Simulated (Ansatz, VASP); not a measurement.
## One calculation of Ge, two programs

```
Ge
1.0
    -2.03674    2.03674    2.88055
     2.03674   -2.03674    2.88055
     2.03674    2.03674   -2.88055
Ge
2
Cartesian
  2.0367 0.0000 1.4403
  0.0000 0.0000 2.8806
```

Alike in both runs: functional PBE; k mesh 12 × 12 × 12; occupations gaussian, width 0.01 eV; no spin polarisation.

Ansatz relaxed the structure, and its values are those at the end. VASP's run is a single point on that final structure, the one shown.

|  | VASP | Ansatz |
| --- | --- | --- |
| version | VASP 6.6.1 | Ansatz 0.2.0 |
| potentials or method | VASP PAW PBE potentials, release 64 (Ge_d), cutoff 520 eV | scalar-relativistic, plane waves, PAW |
| valence electrons in the cell | 28 | 28 |

VASP gave:

* gap on the k mesh at the Fermi level (eV): none
* pressure (GPa): -0.1

**Question.** What did Ansatz give for the same quantities?

**Answer.** gap on the k mesh at the Fermi level (eV): none; pressure (GPa): 0.0.

A gap of «none» marks a metal or a gap that the smearing closes.
